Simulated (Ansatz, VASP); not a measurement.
# Bi3B2 in VASP and in Ansatz

```
B Bi
1.0
     0.00000    4.92392    4.92392
     4.92392    0.00000    4.92392
     4.92392    4.92392    0.00000
B Bi
4 6
Direct
  0.31351 0.56216 0.56216
  0.56216 0.31351 0.56216
  0.56216 0.56216 0.31351
  0.56216 0.56216 0.56216
  0.49427 0.00573 0.00573
  0.00573 0.49427 0.49427
  0.49427 0.00573 0.49427
  0.00573 0.49427 0.00573
  0.49427 0.49427 0.00573
  0.00573 0.00573 0.49427
```

Alike in both runs: functional PBE; k mesh 4 × 4 × 4; occupations gaussian, width 0.1 eV; no spin polarisation.

Ansatz relaxed the structure, and its values are those at the end. VASP's run is a single point on that final structure, the one shown.

|  | VASP | Ansatz |
| --- | --- | --- |
| version | VASP 6.6.1 | Ansatz 0.2.0 |
| potentials or method | VASP PAW PBE potentials, release 64 (B, Bi_d), cutoff 520 eV | scalar-relativistic, plane waves, PAW |
| valence electrons in the cell | 102 | 102 |

|  | VASP | Ansatz | Ansatz less VASP |
| --- | --- | --- | --- |
| gap on the k mesh at the Fermi level (eV) | none | none | - |
| pressure (GPa) | 0.3 | 0.3 | +0.04 |
| rms of the force components (eV/Å) | 0.008 | 0.006 | -0.0024 |

A gap of «none» marks a metal or a gap that the smearing closes.

Neither program's run includes spin-orbit coupling.
